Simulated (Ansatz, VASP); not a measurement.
**N: VASP beside Ansatz**

```
N
1.0
    10.00000    0.00000    0.00000
     0.00000   10.50000    0.00000
     0.00000    0.00000   11.00000
N
2
Direct
  0.50000 0.50000 0.45001
  0.50000 0.50000 0.54999
```

Alike in both runs: functional PBEsol; k mesh 1 × 1 × 1; occupations gaussian, width 0.01 eV; no spin polarisation.

Ansatz relaxed the structure, and its values are those at the end. VASP's run is a single point on that final structure, the one shown.

```csv
,VASP,Ansatz
version,VASP 6.6.1,Ansatz 0.2.0
potentials or method,"VASP PAW PBE potentials, release 64 (N), cutoff 520 eV","scalar-relativistic, plane waves, PAW"
valence electrons in the cell,10,10
```

Ansatz gave:

* gap on the k mesh at the Fermi level (eV): 8.24
* rms of the force components (eV/Å): 0.002

Problem. What did VASP give for the same quantities?

Solution. gap on the k mesh at the Fermi level (eV): 8.19; rms of the force components (eV/Å): 1.096.

VASP's potentials were made for PBE, not for PBEsol, and Ansatz warns of the same on its side. One of these differences is far larger than is usual between the two programs; its cause wasn't traced. Ansatz's warnings: stress scf threshold loose, xc potential rough in thin density.

Noted on VASP's run: the standard files for N, O and F lose accuracy on very short bonds.
